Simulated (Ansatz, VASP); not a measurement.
**AlN: VASP beside Ansatz**

```xyz
2
Lattice="0.0000 1.9218 1.9218 1.9218 0.0000 1.9218 1.9218 1.9218 0.0000" Properties=species:S:1:pos:R:3 pbc="T T T"
Al    0.0000    0.0000    0.0000
N     1.9218    1.9218    1.9218
```

Change from the starting cell: volume scaled by 0.88, LAPW.

Alike in both runs: task single point; functional LDA; k mesh 15 × 15 × 15; occupations fermi-dirac, width 0.1 eV; no spin polarisation.

|  | VASP | Ansatz |
| --- | --- | --- |
| version | VASP 6.6.1 | Ansatz 0.2.0 |
| potentials or method | VASP PAW LDA potentials, release 64 (Al, N), cutoff 600 eV | all-electron LAPW, scalar-relativistic |

VASP gave:

* gap on the k mesh at the Fermi level (eV): 4.91
* pressure (GPa): 46.6

Question: Which values does Ansatz return?

Answer: gap on the k mesh at the Fermi level (eV): 4.94; pressure (GPa): 45.4.

LDA's correlation is that of Perdew and Zunger in VASP and of Perdew and Wang (1992) in Ansatz. Both programs put the cell under a high pressure, so it lies far from rest at this level. Ansatz ran all-electron here, and VASP with PAW potentials.
